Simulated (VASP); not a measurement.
Write the native input for VASP 6.6.1 that does the following.

```
Task                   : single point
Functional             : BLYP
Dispersion             : D4
Potentials or basis    : VASP PAW PBE potentials, release 64 (Pt, Se)
Cutoff                 : 520 eV
k mesh                 : 8 × 8 × 5
Occupations            : fermi-dirac, width 0.05 eV
Spin                   : no spin polarisation
Dipole correction      : no
Further INCAR settings : ALGO = Normal; EDIFF = 1e-06; NBANDS = 18
```

The structure of PtSe2 (Sudovikovite) lies in POSCAR:

```
PtSe2
1.0
    3.7486629704      0.0000000000      0.0000000000
   -1.8743314852      3.2464373626      0.0000000000
    0.0000000000      0.0000000000      5.0955241558
Pt Se
1 2
Direct
    0.0000000000      0.0000000000      0.0000000000
    0.6666666667      0.3333333333      0.7500000000
    0.3333333333      0.6666666667      0.2500000000
```

These files were run (other wordings do the same):

INCAR

```
  PREC = Accurate
  ENCUT = 520
  EDIFF = 1E-6
  ISMEAR = -1
  SIGMA = 0.05
  LREAL = False
  LASPH = True
  NELM = 80
  ALGO = Normal
  ISIF = 2
  LWAVE = False
  LCHARG = True
  GGA = B5
  ALDAX = 1.0
  AGGAX = 1.0
  AGGAC = 1.0
  ALDAC = 0.0
  IVDW = 13
  VDW_S6 = 1.0
  VDW_S8 = 2.34076671
  VDW_A1 = 0.44488865
  VDW_A2 = 4.0933009
  LELF = True
  LVHAR = True
  NBANDS = 18
```

KPOINTS

```
Automatic mesh
0
Gamma
  8 8 5
```

Potentials or basis: VASP PAW PBE potentials, release 64 (Pt, Se).

Run with:

```sh
$ cat potpaw_PBE.64/Pt/POTCAR potpaw_PBE.64/Se/POTCAR > POTCAR
$ mpirun -np 1 vasp_std > vasp.out
```

It gave:

| Quantity | Value |
| --- | --- |
| Pressure | 5.0 GPa |
| Largest force | 0.923 eV/Å |
| Band gap on the k mesh | zero (band 11 reaches 7.08 eV, above the bottom of band 12 at 6.85 eV) |
| Dispersion energy per atom | -0.946 eV |

Caveat: the PAW data sets were made with another functional, which shifts forces and pressure a little; spin-orbit coupling is left out, which moves the levels of the heavy elements; pairwise dispersion overbinds metals, which lowers pressure and volume.

Wall time 29 s on 1 thread of Intel(R) Xeon(R) 6975P-C (Granite Rapids), on a shared host, peak memory 0.2 GiB.
